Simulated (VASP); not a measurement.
# ZnCu2 in VASP: further runs

The runs below take ZnCu2 through single point, with PBE.

Everything below comes from runs of VASP 6.6.1. Logs are shortened: lines on timing, memory, paths and dates and some standing lists are left out, and cuts for length are marked.

**1. The cell of the first run**

The cell holds a slab with vacuum, 3 atoms: a = 2.567 Å, b = 2.567 Å, c = 20.191 Å, α = 90.00°, β = 90.00°, γ = 120.00°.

**2. Single point, PBE**

File INCAR:

```
SYSTEM = ZnCu2
PREC = Accurate
ENCUT = 520
EDIFF = 1E-6
ISMEAR = -1
SIGMA = 0.1
LREAL = .FALSE.
LASPH = .TRUE.
NELM = 100
ALGO = Normal
ISIF = 2
LWAVE = .FALSE.
LCHARG = .FALSE.
LDIPOL = .TRUE.
IDIPOL = 3
DIPOL = 0.5 0.5 0.500
GGA = PE
NBANDS = 24
```

File KPOINTS:

```
Automatic mesh
0
G
  15 15 1
  0 0 0
```

File POSCAR:

```
ZnCu2
1.0
    2.5665139637      0.0000000000      0.0000000000
   -1.2832569818      2.2226662917      0.0000000000
    0.0000000000      0.0000000000     20.1911000000
Cu Zn
2 1
Direct
    0.1666666667      0.3333333333      0.3974439066
    0.8333333333      0.6666666667      0.6025561074
    0.5000000000      1.0000000000      0.4999999857
```

Potentials or basis: VASP PAW PBE potentials, release 64 (Cu, Zn).

Started as:

```
> cat potpaw_PBE.64/Cu/POTCAR potpaw_PBE.64/Zn/POTCAR > POTCAR
> mpirun -np 1 vasp_std > vasp.out
```

OUTCAR:

```text
SYSTEM = ZnCu2
   PREC = Accurate
   ENCUT = 520
   EDIFF = 1E-6
   ISMEAR = -1
   LREAL = .FALSE.
   LASPH = .TRUE.
   NELM = 100
   ISIF = 2
   GGA = PE

 ion  position               nearest neighbor table
   1  0.167  0.333  0.397-   3 2.55   3 2.55   3 2.55
   2  0.833  0.667  0.603-   3 2.55   3 2.55   3 2.55
   3  0.500  0.000  0.500-   1 2.55   1 2.55   1 2.55   2 2.55   2 2.55   2 2.55

  LATTYP: Found a hexagonal cell.
 ALAT       =     2.5665139637
 C/A-ratio  =     7.8671303899

  Lattice vectors:

 A1 = (   2.5665139637,   0.0000000000,   0.0000000000)
 A2 = (  -1.2832569818,   2.2226662917,   0.0000000000)
 A3 = (   0.0000000000,   0.0000000000,  20.1911000000)

Analysis of symmetry for initial positions (statically):
=====================================================================
 Subroutine PRICEL returns:
 Original cell was already a primitive cell.

 Routine SETGRP: Setting up the symmetry group for a
 hexagonal supercell.

 Subroutine GETGRP returns: Found 12 space group operations
 (whereof  4 operations were pure point group operations)
 out of a pool of 24 trial point group operations.

The static configuration has the point symmetry C_2h.
 The point group associated with its full space group is D_3d.

Analysis of symmetry for dynamics (positions and initial velocities):
=====================================================================
 Subroutine PRICEL returns:
 Original cell was already a primitive cell.

 Routine SETGRP: Setting up the symmetry group for a
 hexagonal supercell.

 Subroutine GETGRP returns: Found 12 space group operations
 (whereof  4 operations were pure point group operations)
 out of a pool of 24 trial point group operations.

The dynamic configuration has the point symmetry C_2h.
 The point group associated with its full space group is D_3d.

 Subroutine INISYM returns: Found 12 space group operations
 (whereof  4 operations are pure point group operations),
 and found     1 'primitive' translations

----------------------------------------------------------------------------------------

                                     Primitive cell

  volume of cell :     115.1802

  direct lattice vectors                    reciprocal lattice vectors
     2.566513964  0.000000000  0.000000000     0.389633571  0.224955047  0.000000000
    -1.283256982  2.222666292  0.000000000     0.000000000  0.449910094  0.000000000
     0.000000000  0.000000000 20.191100000     0.000000000  0.000000000  0.049526772

  length of vectors
     2.566513964  2.566513964 20.191100000     0.449910094  0.449910094  0.049526772

  position of ions in fractional coordinates (direct lattice)
     0.166666667  0.333333333  0.397443907
     0.833333333  0.666666667  0.602556107
     0.500000000  0.000000000  0.499999986

  ion indices of the primitive-cell ions
   primitive index   ion index
                 1           1
                 2           2
                 3           3

----------------------------------------------------------------------------------------

 KPOINTS: Automatic mesh

Automatic generation of k-mesh.
 Grid dimensions read from file:
 generate k-points for:   15   15    1

 Generating k-lattice:

  Cartesian coordinates                     Fractional coordinates (reciprocal lattice)
     0.025975571  0.014997003  0.000000000     0.066666667  0.000000000  0.000000000
     0.000000000  0.029994006  0.000000000     0.000000000  0.066666667  0.000000000
     0.000000000  0.000000000  0.049526772     0.000000000  0.000000000  1.000000000

  Length of vectors
     0.029994006  0.029994006  0.049526772

  Shift w.r.t. Gamma in fractional coordinates (k-lattice)
     0.000000000  0.000000000  0.000000000

 Subroutine IBZKPT returns following result:
 ===========================================

 Found     27 irreducible k-points:

 Following reciprocal coordinates:
            Coordinates               Weight
  0.000000  0.000000  0.000000      1.000000
  0.066667  0.000000  0.000000      6.000000
  0.133333  0.000000  0.000000      6.000000
  0.200000  0.000000  0.000000      6.000000
  0.266667  0.000000  0.000000      6.000000
  0.333333  0.000000  0.000000      6.000000
[... 16 lines left out ...]
  0.333333  0.200000  0.000000     12.000000
  0.400000  0.200000  0.000000      6.000000
 [... further k-points ...]
   k-points           NKPTS =     27   k-points in BZ     NKDIM =     27   number of bands    NBANDS=     24
   number of dos      NEDOS =    301   number of ions     NIONS =      3
   total plane-waves  NPLWV =  60000
   dimension x,y,z NGX =    20 NGY =   20 NGZ =  150
   dimension x,y,z NGXF=    40 NGYF=   40 NGZF=  300
   ions per type =               2   1
   NGX,Y,Z   is equivalent  to a cutoff of  12.95, 12.95, 12.35 a.u.
   NGXF,Y,Z  is equivalent  to a cutoff of  25.91, 25.91, 24.70 a.u.
 SYSTEM =  ZnCu2
   PREC   = accura    normal or accurate (medium, high low for compatibility)
   ISTART =      0    job   : 0-new  1-cont  2-samecut
   ICHARG =      2    charge: 1-file 2-atom 10-const
   ISPIN  =      1    spin polarized calculation?
   LNONCOLLINEAR =      F non collinear calculations
   LSORBIT =      F    spin-orbit coupling
   LASPH  =      T    aspherical Exc in radial PAW
   ENCUT  =  520.0 eV  38.22 Ry    6.18 a.u.   4.77  4.77 37.54*2*pi/ulx,y,z
   NELM   =    100;   NELMIN=  2; NELMDL= -5     # of ELM steps
   EDIFF  = 0.1E-05   stopping-criterion for ELM
   LREAL  =      F    real-space projection
   EDIFFG = 0.1E-04   stopping-criterion for IOM
   NSW    =      0    number of steps for IOM
   IBRION =     -1    ionic relax: 0-MD 1-quasi-New 2-CG
   NFREE  =      0    steps in history (QN), initial steepest desc. (CG)
   ISIF   =      2    stress and relaxation
   ISYM   =      2    0-nonsym 1-usesym 2-fastsym
   POTIM  = 0.5000    time-step for ionic-motion
   TEBEG  =    0.0;   TEEND  =   0.0 temperature during run
   PSTRESS=    0.0 pullay stress
   NELECT =      34.0000    total number of electrons
   NUPDOWN=      -1.0000    fix difference up-down
   EMIN   =  10.00;   EMAX   =-10.00  energy-range for DOS
   EFERMI =   0.00;   METHOD = LEGACY
   ISMEAR =    -1;   SIGMA  =   0.10  broadening in eV -4-tet -1-fermi 0-gaus
   EFERMI_NEDOS =   21; number of points for ismear=-14 and -15
   IALGO  =     38    algorithm
   IMIX   =      4    mixing-type and parameters
     AMIX     =   0.40;   BMIX     =  1.00
     AMIX_MAG =   1.60;   BMIX_MAG =  1.00
  volume/ion in A,a.u.               =      38.39       259.09
  Fermi-wavevector in a.u.,A,eV,Ry     =   1.090039  2.059874 16.166224  1.188184
  Thomas-Fermi vector in A             =   2.226255
   LORBIT       =      0    0 simple, 1 ext, 2 COOP (PROOUT), +10 PAW based schemes
   GGA     = PE    functional components
   LHFCALC =     F    Hartree Fock is set to
   AEXX    =    0.0000 exact exchange contribution
   IVDW    =     0    specifies the selected vdW correction
   LEPSILON=     F    determine dielectric tensor
   LRPA    =     F    only Hartree local field effects (RPA)
 non-spin polarized calculation
  energy-cutoff  :      520.00
  volume of cell :      115.18
 maximum number of plane-waves:      3126
 NGX is ok and might be reduce to    20
   NGX =  9   NGY =  9   NGZ = 75

 number of electron      34.0000029 magnetization

 dipolmoment           0.000000      0.000000      0.000000 electrons x Angstroem

 Free energy of the ion-electron system (eV)
  ---------------------------------------------------
  ext. energy  EPLUGINS =         0.00000000
  ---------------------------------------------------
  free energy    TOTEN  =        -7.62250402 eV

  energy without entropy =       -7.57867990  energy(sigma->0) =       -7.60059196

 E-fermi :  -1.2088     XC(G=0):  -4.8553

 val. band max:       -1.2156329102   @ k =   0.4000   0.2000   0.0000
 cond. band min:      -1.1511564507   @ k =   0.2000   0.1333   0.0000
 fundamental gap:      0.0644764595
 Fermi energy:        -1.2087903553

 k-point     1 :       0.0000    0.0000    0.0000
  band No.  band energies     occupation
      1     -11.6803      2.00000
      2      -9.5665      2.00000
      3      -9.1522      2.00000
      4      -9.1522      2.00000
      5      -8.5440      2.00000
      6      -8.5440      2.00000
[... 16 lines left out ...]
     23       5.5709      0.00000
     24       5.6804      0.00000

 k-point     2 :       0.0667    0.0000    0.0000
  band No.  band energies     occupation
      1     -11.5401      2.00000
      2      -9.5302      2.00000
      3      -9.1748      2.00000
      4      -9.1150      2.00000
      5      -8.7157      2.00000
      6      -8.5516      2.00000
[... 16 lines left out ...]
     23       5.7023      0.00000
     24       5.8125      0.00000

 k-point     3 :       0.1333    0.0000    0.0000
  band No.  band energies     occupation
      1     -11.1311      2.00000
      2      -9.4353      2.00000
      3      -9.2261      2.00000
      4      -9.0086      2.00000
      5      -8.9226      2.00000
      6      -8.5731      2.00000
[... 16 lines left out ...]
     23       6.0962      0.00000
     24       6.2086      0.00000
[... 514 lines left out ...]
 k-point    23 :       0.3333    0.2000    0.0000
  band No.  band energies     occupation
      1      -9.6347      2.00000
      2      -9.4406      2.00000
      3      -8.9494      2.00000
      4      -8.9013      2.00000
      5      -8.7775      2.00000
      6      -5.3679      2.00000
[... 16 lines left out ...]
     23       7.2055      0.00000
     24       8.3636      0.00000

 k-point    24 :       0.4000    0.2000    0.0000
  band No.  band energies     occupation
      1      -9.6581      2.00000
      2      -9.4455      2.00000
      3      -8.9681      2.00000
      4      -8.8564      2.00000
      5      -8.7576      2.00000
      6      -4.9769      2.00000
[... 16 lines left out ...]
     23       7.7819      0.00000
     24       7.9971      0.00000

 [... further k-points ...]

------------------------ aborting loop because EDIFF is reached ----------------------------------------

 vacuum level on the upper side and lower side of the slab       (xc-potential included)        -0.117        -0.117

  FORCE on cell =-STRESS in cart. coord.  units (eV):
  Direction    XX          YY          ZZ          XY          YZ          ZX
  --------------------------------------------------------------------------------------
  -------------------------------------------------------------------------------------
  Total        1.2477509      1.2477509      1.4634491      0.0000000     -0.0000000      0.0000000
  in kB       17.3564384     17.3564384     20.3568391      0.0000000     -0.0000000      0.0000000
  external PRESSURE =      18.3565719 kB  Pullay stress =       0.0000000 kB

 VOLUME and BASIS-vectors are now :
 -----------------------------------------------------------------------------
  energy-cutoff  :      520.00
  volume of cell :      115.18
      direct lattice vectors                 reciprocal lattice vectors
     2.566513964  0.000000000  0.000000000     0.389633571  0.224955047  0.000000000
    -1.283256982  2.222666292  0.000000000     0.000000000  0.449910094  0.000000000
     0.000000000  0.000000000 20.191100000     0.000000000  0.000000000  0.049526772

 POSITION                                       TOTAL-FORCE (eV/Angst)
 -----------------------------------------------------------------------------------
      0.00000      0.74089      8.02483        -0.000000     -0.000000     -0.356076
      1.28326      1.48178     12.16627         0.000000      0.000000      0.356076
      1.28326      0.00000     10.09555         0.000000      0.000000     -0.000000
 -----------------------------------------------------------------------------------
    total drift:                               -0.000000      0.000000      0.000012

  FREE ENERGIE OF THE ION-ELECTRON SYSTEM (eV)
  ---------------------------------------------------
  free  energy   TOTEN  =        -7.6225040181 eV

  energy  without entropy=       -7.5786798962  energy(sigma->0) =       -7.60059196

 vacuum level on the upper side and lower side of the slab         3.512         3.511
```

Run time: 3.5 min. Hardware: 1 thread of Intel Xeon 8259CL, shared host; peak memory 0.27 GiB.

Results:

```
Free energy            : -7.6225 eV
Largest force          : 0.356 eV/Å
Band gap on the k mesh : zero (bands 17 and 18 overlap by 3.87 eV)
```

Forces on the atoms (eV/Å):
```
Cu   0.000  0.000 -0.356
Cu   0.000  0.000  0.356
Zn   0.000  0.000  0.000
```

Levels at points of the mesh, in eV from the Fermi level:
| k point | band 14 | band 15 | band 16 | band 17 | band 18 | band 19 | band 20 | band 21 |
| --- | --- | --- | --- | --- | --- | --- | --- | --- |
| (0.00, 0.00, 0.00) | -2.05 | -2.05 | -2.02 | -2.02 | -1.93 | -0.52 | 3.99 | 4.70 |

**3. Single point, PBE**

File INCAR:

```
ALGO = Normal
DIPOL = 0.5 0.5 0.500
EDIFF = 1E-6
ENCUT = 520
GGA = PE
IDIPOL = 3
ISIF = 2
ISMEAR = -1
LASPH = T
LCHARG = F
LDIPOL = T
LREAL = F
LWAVE = F
NBANDS = 24
NELM = 80
PREC = Accurate
SIGMA = 0.1
```

File KPOINTS:

```
k-points
0
Gamma
  15 15 1
```

POSCAR is that of step 2.

Potentials or basis: VASP PAW PBE potentials, release 64 (Cu, Zn).

Started as:

```
> cat potpaw_PBE.64/Cu/POTCAR potpaw_PBE.64/Zn/POTCAR > POTCAR
> mpirun -np 1 vasp_std > vasp.out
```

Wall time 3.1 min (1 thread of Intel Xeon 8259CL, shared host); peak memory 0.27 GiB.

Results (log left out):

- Free energy: -7.6225 eV
- Largest force: 0.356 eV/Å
- Band gap on the k mesh: zero (bands 17 and 18 overlap by 3.87 eV)

Forces on the atoms (eV/Å):
```
Cu   0.000  0.000 -0.356
Cu   0.000  0.000  0.356
Zn   0.000  0.000  0.000
```

Levels at points of the mesh, in eV from the Fermi level:
```csv
k point,band 14,band 15,band 16,band 17,band 18,band 19,band 20,band 21
"(0.00, 0.00, 0.00)",-2.05,-2.05,-2.02,-2.02,-1.93,-0.52,3.99,4.70
```
